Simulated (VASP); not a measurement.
AgBr, 2 atoms in the cell. Symmetry: Fm-3m, No. 225, cubic system. Conventional cell: a = 5.805 Å, b = 5.805 Å, c = 5.805 Å, α = 90.00°, β = 90.00°, γ = 90.00°. Ag (site symmetry m-3m) has 6 Br at 2.90 Å within 3.8 Å. Within 3.8 Å of Br (site symmetry m-3m) lie 6 Ag at 2.90 Å. 

* Program: VASP 6.6.1
* Task: single point
* Functional: PBE
* Potentials or basis: VASP PAW PBE potentials, release 64 (Ag, Br)
* Cutoff: 500 eV
* k mesh: 10 × 10 × 10
* Occupations: gaussian, width 0.05 eV
* Spin: no spin polarisation
* Dipole correction: no
* Further INCAR settings: ALGO = Normal; EDIFF = 1e-06; NBANDS = 16

Potentials or basis: VASP PAW PBE potentials, release 64 (Ag, Br).

Launch:

```console
$ cat potpaw_PBE.64/Ag/POTCAR potpaw_PBE.64/Br/POTCAR > POTCAR
$ mpirun -np 1 vasp_std > vasp.out
```

Hardware: 1 thread of Intel(R) Xeon(R) Platinum 8259CL CPU @ 2.50GHz (Skylake/Cascade Lake), on a shared host.

**Question.** Estimate the wall time of this run.

**Answer.** Run time: 49 s on 1 thread of Intel(R) Xeon(R) Platinum 8259CL CPU @ 2.50GHz (Skylake/Cascade Lake) (shared host), peak memory 0.19 GiB. Counts: scf iterations 12, k points 47.
